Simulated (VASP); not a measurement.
# Sb: single point with PBE

The system is Sb.

```
Sb
1.0
     4.10306    0.00000    0.00000
    -2.05153    3.55336    0.00000
     0.00000    0.00000    2.44415
Sb
3
Cartesian
  0.0000 0.0000 0.0000
  0.0000 2.3689 1.2221
  2.0515 1.1845 1.2221
```

This cell differs from its parent crystal: volume scaled by 0.43, source ansatz.

| Quantity | Value |
| --- | --- |
| Program | VASP 6.6.1 |
| Task | single point |
| Functional | PBE |
| Potentials or basis | VASP PAW PBE potentials, release 64 (Sb) |
| Cutoff | 520 eV |
| k mesh | 7 × 7 × 9 |
| Occupations | fermi-dirac, width 0.1 eV |
| Spin | no spin polarisation |

| Quantity | Value |
| --- | --- |
| Pressure | 355.0 GPa |

Stress tensor (GPa, compression positive):
```
355.17   0.00   0.00
  0.00 355.17   0.00
  0.00   0.00 354.67
```

Levels at points of the mesh, in eV from the Fermi level:
```
           k point  band 4  band 5  band 6  band 7  band 8  band 9  band 10  band 11  band 12  band 13
(0.00, 0.00, 0.00)   -9.39   -9.39   -9.26   -9.21    1.87    7.54     9.66    10.97    10.97    12.12
```

Run time: 9.9 s on 1 thread of Intel(R) Xeon(R) 6975P-C (Granite Rapids), on a shared host, peak memory 0.15 GiB.

Caveat: spin-orbit coupling is left out, which moves the levels of the heavy elements.
